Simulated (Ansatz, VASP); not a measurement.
## Two plane-wave programs on SiO2

File INCAR:

```
SYSTEM = SiO2
ALGO = Normal
EDIFF = 1E-6
ENCUT = 520
GGA = PE
ISIF = 2
ISMEAR = 0
LASPH = .True.
LCHARG = .True.
LELF = .True.
LREAL = .False.
LVHAR = .True.
LWAVE = .False.
NBANDS = 25
NELM = 100
PREC = Accurate
SIGMA = 0.05
```

Contents of KPOINTS:

```
k-points
0
Gamma
  6 6 8
  0 0 0
```

The input POSCAR:

```
SiO2
1.0
    4.2358788249      0.0000000000      0.0000000000
    0.0000000000      4.2358788249      0.0000000000
    0.0000000000      0.0000000000      2.9319000000
Si O
2 4
Direct
    0.5000000000      0.5000000000      0.5000000000
    0.0000000000      0.0000000000      0.0000000000
    0.6930127928      0.6930127928      0.0000000000
    0.1930127928      0.8069872072      0.5000000000
    0.3069872072      0.3069872072      0.0000000000
    0.8069872072      0.1930127928      0.5000000000
```

Input for Ansatz:

```yaml
crystal:
  lattice:
    - [4.2358788249, 0.0, 0.0]
    - [0.0, 4.2358788249, 0.0]
    - [0.0, 0.0, 2.9319]
  atoms:
    - { symbol: Si, position: [0.5, 0.5, 0.5] }
    - { symbol: Si, position: [0.0, 0.0, 0.0] }
    - { symbol: O, position: [0.6930127928, 0.6930127928, 0.0] }
    - { symbol: O, position: [0.1930127928, 0.8069872072, 0.5] }
    - { symbol: O, position: [0.3069872072, 0.3069872072, 0.0] }
    - { symbol: O, position: [0.8069872072, 0.1930127928, 0.5] }
basis:
  ecutwfc: 520.0
kpoints:
  mp_grid: { grid: [6, 6, 8] }
hamiltonian:
  xc: pbe
  pseudopotentials: { kind: paw, azcp: { folder: soft_1 } }
scf:
  occupations: { method: gaussian, width: 0.05 }
output:
  forces: true
  stress: true
  eigenvalues: true
```

Alike in both runs: task single point; functional PBE; k mesh 6 × 6 × 8; occupations gaussian, width 0.05 eV; no spin polarisation.

|  | VASP | Ansatz |
| --- | --- | --- |
| version | VASP 6.6.1 | Ansatz 0.2.0 |
| potentials or method | VASP PAW PBE potentials, release 64 (Si, O), cutoff 520 eV | scalar-relativistic, plane waves, PAW |
| valence electrons in the cell | 32 | 32 |

```csv
,VASP,Ansatz,Ansatz less VASP
gap on the k mesh at the Fermi level (eV),3.26,3.28,+0.022
least direct gap on the mesh (eV),3.26,3.28,+0.022
pressure (GPa),-23.3,-23.6,-0.23
"traceless stress, the component that is largest in VASP (GPa)",-21.29,-21.50,-0.210
rms of the force components (eV/Å),0.135,0.134,-0.0003
```

Atom by atom the forces differ by 0.000 eV/Å (rms over components).
